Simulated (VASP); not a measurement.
A run of VASP 6.6.1 is set up as follows.

INCAR

```
SYSTEM = Zn
  PREC = Accurate
  ENCUT = 520
  EDIFF = 1E-6
  ISMEAR = 0
  SIGMA = 0.15
  LREAL = .False.
  LASPH = .True.
  NELM = 60
  ALGO = Fast
  ISIF = 2
  LWAVE = .False.
  LCHARG = .False.
  GGA = PE
  NBANDS = 12
```

Contents of KPOINTS:

```
Automatic mesh
0
Gamma
  22 22 22
  0 0 0
```

The input POSCAR:

```
Zn
1.0
    1.1724749016      2.6246360380      2.6246360380
    2.6246360380      1.1724749016      2.6246360380
    2.6246360380      2.6246360380      1.1724749016
Zn
1
Direct
    0.0000000000      0.0000000000      0.0000000000
```

Potentials or basis: VASP PAW PBE potentials, release 64 (Zn).

Command:

```console
$ cat potpaw_PBE.64/Zn/POTCAR > POTCAR
$ mpirun -np 1 vasp_std > vasp.out
```

Predict the pressure.

116.5 GPa.

Predict the band gap on the k mesh.

zero (bands 6 and 7 overlap by 9.77 eV).

Stress tensor (GPa, compression positive):
```
116.46 -58.37 -58.37
-58.37 116.46 -58.37
-58.37 -58.37 116.46
```

Caveat: the cell stands under pressure.
